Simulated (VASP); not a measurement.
# LiCl (Fm-3m) in VASP: a series of runs

The runs below take LiCl through single point, with PBEsol, PBE.

All numbers are computed with VASP 6.6.1; they aren't measurements. Logs are shortened: lines on timing, memory, paths and dates and some standing lists are left out, and cuts for length are marked.

## 1. The cell of the first run

It takes space group Fm-3m (No. 225, cubic). Conventional cell: a = 5.063 Å, b = 5.063 Å, c = 5.063 Å, α = 90.00°, β = 90.00°, γ = 90.00°. Cl (site symmetry m-3m) has 6 Li at 2.53 Å within 3.3 Å. Li (site symmetry m-3m) has 6 Cl at 2.53 Å within 3.3 Å.

## 2. Single point, PBEsol

Input file INCAR:

```
SYSTEM = LiCl
ALGO = Normal ; EDIFF = 1E-7
ENCUT = 520 ; GGA = PS
ISIF = 2 ; ISMEAR = -1
LASPH = .True. ; LCHARG = .False.
LREAL = .False. ; LWAVE = .False.
NBANDS = 12 ; NELM = 80
PREC = Accurate ; SIGMA = 0.05
```

Input file KPOINTS:

```
k-points
0
Gamma
  9 9 9
  0 0 0
```

Input file POSCAR:

```
LiCl
1.0
    0.0000000000      2.5314064979      2.5314064979
    2.5314064979      0.0000000000      2.5314064979
    2.5314064979      2.5314064979      0.0000000000
Cl Li
1 1
Direct
    0.5000000000      0.5000000000      0.5000000000
    0.0000000000      0.0000000000      0.0000000000
```

Potentials or basis: VASP PAW PBE potentials, release 64 (Cl, Li_sv).

On the command line:

```
> cat potpaw_PBE.64/Cl/POTCAR potpaw_PBE.64/Li_sv/POTCAR > POTCAR
> mpirun -np 1 vasp_std > vasp.out
```

OUTCAR:

```text
SYSTEM = LiCl
   EDIFF = 1E-7
   ENCUT = 520
   GGA = PS
   ISIF = 2
   ISMEAR = -1
   LASPH = .True.
   LREAL = .False.
   NELM = 80
   PREC = Accurate

 ion  position               nearest neighbor table
   1  0.500  0.500  0.500-   2 2.53   2 2.53   2 2.53   2 2.53   2 2.53   2 2.53
   2  0.000  0.000  0.000-   1 2.53   1 2.53   1 2.53   1 2.53   1 2.53   1 2.53

  LATTYP: Found a face centered cubic cell.
 ALAT       =     5.0628129958

  Lattice vectors:

 A1 = (   0.0000000000,   2.5314064979,   2.5314064979)
 A2 = (   2.5314064979,   0.0000000000,   2.5314064979)
 A3 = (   2.5314064979,   2.5314064979,   0.0000000000)

Analysis of symmetry for initial positions (statically):
=====================================================================
 Subroutine PRICEL returns:
 Original cell was already a primitive cell.

 Routine SETGRP: Setting up the symmetry group for a
 face centered cubic supercell.

 Subroutine GETGRP returns: Found 48 space group operations
 (whereof 48 operations were pure point group operations)
 out of a pool of 48 trial point group operations.

The static configuration has the point symmetry O_h .

Analysis of symmetry for dynamics (positions and initial velocities):
=====================================================================
 Subroutine PRICEL returns:
 Original cell was already a primitive cell.

 Routine SETGRP: Setting up the symmetry group for a
 face centered cubic supercell.

 Subroutine GETGRP returns: Found 48 space group operations
 (whereof 48 operations were pure point group operations)
 out of a pool of 48 trial point group operations.

The dynamic configuration has the point symmetry O_h .

 Subroutine INISYM returns: Found 48 space group operations
 (whereof 48 operations are pure point group operations),
 and found     1 'primitive' translations

----------------------------------------------------------------------------------------

                                     Primitive cell

  volume of cell :      32.4426

  direct lattice vectors                    reciprocal lattice vectors
     0.000000000  2.531406498  2.531406498    -0.197518652  0.197518652  0.197518652
     2.531406498  0.000000000  2.531406498     0.197518652 -0.197518652  0.197518652
     2.531406498  2.531406498  0.000000000     0.197518652  0.197518652 -0.197518652

  length of vectors
     3.579949401  3.579949401  3.579949401     0.342112341  0.342112341  0.342112341

  position of ions in fractional coordinates (direct lattice)
     0.500000000  0.500000000  0.500000000
     0.000000000  0.000000000  0.000000000

  ion indices of the primitive-cell ions
   primitive index   ion index
                 1           1
                 2           2

----------------------------------------------------------------------------------------

 KPOINTS: k-points

Automatic generation of k-mesh.
 Grid dimensions read from file:
 generate k-points for:    9    9    9

 Generating k-lattice:

  Cartesian coordinates                     Fractional coordinates (reciprocal lattice)
    -0.021946517  0.021946517  0.021946517     0.111111111  0.000000000  0.000000000
     0.021946517 -0.021946517  0.021946517     0.000000000  0.111111111  0.000000000
     0.021946517  0.021946517 -0.021946517     0.000000000  0.000000000  0.111111111

  Length of vectors
     0.038012482  0.038012482  0.038012482

  Shift w.r.t. Gamma in fractional coordinates (k-lattice)
     0.000000000  0.000000000  0.000000000

 Subroutine IBZKPT returns following result:
 ===========================================

 Found     35 irreducible k-points:

 Following reciprocal coordinates:
            Coordinates               Weight
  0.000000  0.000000  0.000000      1.000000
  0.111111  0.000000  0.000000      8.000000
  0.222222  0.000000  0.000000      8.000000
  0.333333  0.000000  0.000000      8.000000
  0.444444  0.000000  0.000000      8.000000
  0.111111  0.111111  0.000000      6.000000
[... 16 lines left out ...]
 -0.333333  0.333333  0.000000     12.000000
  0.444444  0.444444  0.000000      6.000000
 [... further k-points ...]
   k-points           NKPTS =     35   k-points in BZ     NKDIM =     35   number of bands    NBANDS=     12
   number of dos      NEDOS =    301   number of ions     NIONS =      2
   total plane-waves  NPLWV =  21952
   dimension x,y,z NGX =    28 NGY =   28 NGZ =   28
   dimension x,y,z NGXF=    56 NGYF=   56 NGZF=   56
   ions per type =               1   1
   NGX,Y,Z   is equivalent  to a cutoff of  13.00, 13.00, 13.00 a.u.
   NGXF,Y,Z  is equivalent  to a cutoff of  26.01, 26.01, 26.01 a.u.
 SYSTEM =  LiCl
   PREC   = accura    normal or accurate (medium, high low for compatibility)
   ISTART =      0    job   : 0-new  1-cont  2-samecut
   ICHARG =      2    charge: 1-file 2-atom 10-const
   ISPIN  =      1    spin polarized calculation?
   LNONCOLLINEAR =      F non collinear calculations
   LSORBIT =      F    spin-orbit coupling
   LASPH  =      T    aspherical Exc in radial PAW
   ENCUT  =  520.0 eV  38.22 Ry    6.18 a.u.   6.66  6.66  6.66*2*pi/ulx,y,z
   NELM   =     80;   NELMIN=  2; NELMDL= -5     # of ELM steps
   EDIFF  = 0.1E-06   stopping-criterion for ELM
   LREAL  =      F    real-space projection
   EDIFFG = 0.1E-05   stopping-criterion for IOM
   NSW    =      0    number of steps for IOM
   IBRION =     -1    ionic relax: 0-MD 1-quasi-New 2-CG
   NFREE  =      0    steps in history (QN), initial steepest desc. (CG)
   ISIF   =      2    stress and relaxation
   ISYM   =      2    0-nonsym 1-usesym 2-fastsym
   POTIM  = 0.5000    time-step for ionic-motion
   TEBEG  =    0.0;   TEEND  =   0.0 temperature during run
   PSTRESS=    0.0 pullay stress
   NELECT =      10.0000    total number of electrons
   NUPDOWN=      -1.0000    fix difference up-down
   EMIN   =  10.00;   EMAX   =-10.00  energy-range for DOS
   EFERMI =   0.00;   METHOD = LEGACY
   ISMEAR =    -1;   SIGMA  =   0.05  broadening in eV -4-tet -1-fermi 0-gaus
   EFERMI_NEDOS =   21; number of points for ismear=-14 and -15
   IALGO  =     38    algorithm
   IMIX   =      4    mixing-type and parameters
     AMIX     =   0.40;   BMIX     =  1.00
     AMIX_MAG =   1.60;   BMIX_MAG =  1.00
  volume/ion in A,a.u.               =      16.22       109.47
  Fermi-wavevector in a.u.,A,eV,Ry     =   1.105867  2.089786 16.639137  1.222942
  Thomas-Fermi vector in A             =   2.242360
   LORBIT       =      0    0 simple, 1 ext, 2 COOP (PROOUT), +10 PAW based schemes
   GGA     = PS    functional components
   LHFCALC =     F    Hartree Fock is set to
   AEXX    =    0.0000 exact exchange contribution
   IVDW    =     0    specifies the selected vdW correction
   LEPSILON=     F    determine dielectric tensor
   LRPA    =     F    only Hartree local field effects (RPA)
 non-spin polarized calculation
  energy-cutoff  :      520.00
  volume of cell :       32.44
 maximum number of plane-waves:       895
   NGX = 13   NGY = 13   NGZ = 13

 number of electron      10.0000000 magnetization

 number of electron       9.9999996 magnetization

 Free energy of the ion-electron system (eV)
  ---------------------------------------------------
  ext. energy  EPLUGINS =         0.00000000
  ---------------------------------------------------
  free energy    TOTEN  =        -7.63914204 eV

  energy without entropy =       -7.63914204  energy(sigma->0) =       -7.63914204

 E-fermi :   1.9760     XC(G=0):  -9.0823

 val. band max:        0.8369224975   @ k =   0.0000   0.0000   0.0000
 cond. band min:       7.2020964236   @ k =   0.0000   0.0000   0.0000
 fundamental gap:      6.3651739262
 Fermi energy:         1.9759874055

 k-point     1 :       0.0000    0.0000    0.0000
  band No.  band energies     occupation
      1     -41.9154      2.00000
      2     -12.6996      2.00000
      3       0.8369      2.00000
      4       0.8369      2.00000
      5       0.8369      2.00000
      6       7.2021      0.00000
      7      12.6799      0.00000
      8      12.6799      0.00000
      9      12.6799      0.00000
     10      15.4802      0.00000
     11      15.4802      0.00000
     12      15.4805      0.00000

 k-point     2 :       0.1111    0.0000    0.0000
  band No.  band energies     occupation
      1     -41.9150      2.00000
      2     -12.6332      2.00000
      3       0.3746      2.00000
      4       0.8007      2.00000
      5       0.8007      2.00000
      6       7.5927      0.00000
      7      11.9941      0.00000
      8      12.6730      0.00000
      9      12.6730      0.00000
     10      13.9984      0.00000
     11      13.9984      0.00000
     12      15.8676      0.00000

 k-point     3 :       0.2222    0.0000    0.0000
  band No.  band energies     occupation
      1     -41.9139      2.00000
      2     -12.4566      2.00000
      3      -0.6123      2.00000
      4       0.7134      2.00000
      5       0.7134      2.00000
      6       8.0263      0.00000
      7      11.6851      0.00000
      8      11.7416      0.00000
      9      11.7416      0.00000
     10      14.4750      0.00000
     11      14.4750      0.00000
     12      16.3656      0.00000

 k-point     4 :       0.3333    0.0000    0.0000
  band No.  band energies     occupation
      1     -41.9126      2.00000
      2     -12.2391      2.00000
      3      -1.5611      2.00000
      4       0.6212      2.00000
      5       0.6212      2.00000
      6       7.7846      0.00000
      7      10.8037      0.00000
      8      10.8037      0.00000
      9      12.6854      0.00000
     10      15.9698      0.00000
     11      15.9698      0.00000
     12      16.9380      0.00000

 k-point     5 :       0.4444    0.0000    0.0000
  band No.  band energies     occupation
      1     -41.9117      2.00000
      2     -12.0856      2.00000
      3      -2.1254      2.00000
      4       0.5647      2.00000
      5       0.5647      2.00000
      6       7.4802      0.00000
      7      10.3080      0.00000
      8      10.3080      0.00000
      9      13.8677      0.00000
     10      17.6029      0.00000
     11      17.7221      0.00000
     12      17.7221      0.00000
[... 228 lines left out ...]
      1     -41.9110      2.00000
      2     -11.9092      2.00000
      3      -1.9165      2.00000
      4      -0.3941      2.00000
      5      -0.1821      2.00000
      6       8.9725      0.00000
      7       9.5217      0.00000
      8      12.0713      0.00000
      9      13.7692      0.00000
     10      14.8596      0.00000
     11      18.4585      0.00000
     12      19.9857      0.00000

 k-point    22 :      -0.4444    0.3333    0.0000
  band No.  band energies     occupation
      1     -41.9107      2.00000
      2     -11.8331      2.00000
      3      -1.9372      2.00000
      4      -0.8991      2.00000
      5      -0.0985      2.00000
      6       8.8309      0.00000
      7      10.4547      0.00000
      8      12.2454      0.00000
      9      12.8172      0.00000
     10      15.1143      0.00000
     11      18.4227      0.00000
     12      19.7623      0.00000

 k-point    23 :      -0.3333    0.3333    0.0000
  band No.  band energies     occupation
      1     -41.9107      2.00000
      2     -11.8652      2.00000
      3      -1.5458      2.00000
      4      -1.3659      2.00000
      5       0.1286      2.00000
      6       8.8582      0.00000
      7      11.5181      0.00000
      8      11.8160      0.00000
      9      11.8591      0.00000
     10      15.4535      0.00000
     11      16.9945      0.00000
     12      19.4814      0.00000

 k-point    24 :       0.4444    0.4444    0.0000
  band No.  band energies     occupation
      1     -41.9107      2.00000
      2     -11.8184      2.00000
      3      -2.2172      2.00000
      4      -0.3316      2.00000
      5      -0.3316      2.00000
      6       8.7505      0.00000
      7       8.9312      0.00000
      8      13.1600      0.00000
      9      14.9617      0.00000
     10      14.9617      0.00000
     11      17.9300      0.00000
     12      19.8260      0.00000

 [... further k-points ...]

------------------------ aborting loop because EDIFF is reached ----------------------------------------

  FORCE on cell =-STRESS in cart. coord.  units (eV):
  Direction    XX          YY          ZZ          XY          YZ          ZX
  --------------------------------------------------------------------------------------
  -------------------------------------------------------------------------------------
  Total       -0.0083472     -0.0083472     -0.0083472      0.0000000      0.0000000     -0.0000000
  in kB       -0.4122263     -0.4122263     -0.4122263      0.0000000      0.0000000     -0.0000000
  external PRESSURE =      -0.4122263 kB  Pullay stress =       0.0000000 kB

 VOLUME and BASIS-vectors are now :
 -----------------------------------------------------------------------------
  energy-cutoff  :      520.00
  volume of cell :       32.44
      direct lattice vectors                 reciprocal lattice vectors
     0.000000000  2.531406498  2.531406498    -0.197518652  0.197518652  0.197518652
     2.531406498  0.000000000  2.531406498     0.197518652 -0.197518652  0.197518652
     2.531406498  2.531406498  0.000000000     0.197518652  0.197518652 -0.197518652

 POSITION                                       TOTAL-FORCE (eV/Angst)
 -----------------------------------------------------------------------------------
      2.53141      2.53141      2.53141         0.000000      0.000000     -0.000000
      0.00000      0.00000      0.00000        -0.000000     -0.000000      0.000000
 -----------------------------------------------------------------------------------
    total drift:                                0.000000      0.000000      0.000000

  FREE ENERGIE OF THE ION-ELECTRON SYSTEM (eV)
  ---------------------------------------------------
  free  energy   TOTEN  =        -7.6391420399 eV

  energy  without entropy=       -7.6391420399  energy(sigma->0) =       -7.63914204
```

Wall time 15 s (1 thread of Intel Xeon Platinum 8259CL at 2.50GHz (Skylake/Cascade Lake), shared host); peak memory 0.15 GiB.

What came out:

```yaml
Free_energy: -7.6391 eV
Band_gap_on_the_k_mesh: 6.37 eV, direct
```

Levels at points of the mesh, in eV from the valence-band top:
| k point | band 1 | band 2 | band 3 | band 4 | band 5 | band 6 | band 7 | band 8 | band 9 | band 10 |
| --- | --- | --- | --- | --- | --- | --- | --- | --- | --- | --- |
| (0.00, 0.00, 0.00) | -42.75 | -13.54 | 0.00 | 0.00 | 0.00 | 6.37 | 11.84 | 11.84 | 11.84 | 14.64 |

Caveat: the cutoff is under 1.25 times the usual one of these potentials, so pressure, stress and relaxed cells hold a basis-set (Pulay) error; the PAW data sets were made with another functional, which shifts forces and pressure a little.

(Continued in part 2 of 2.)
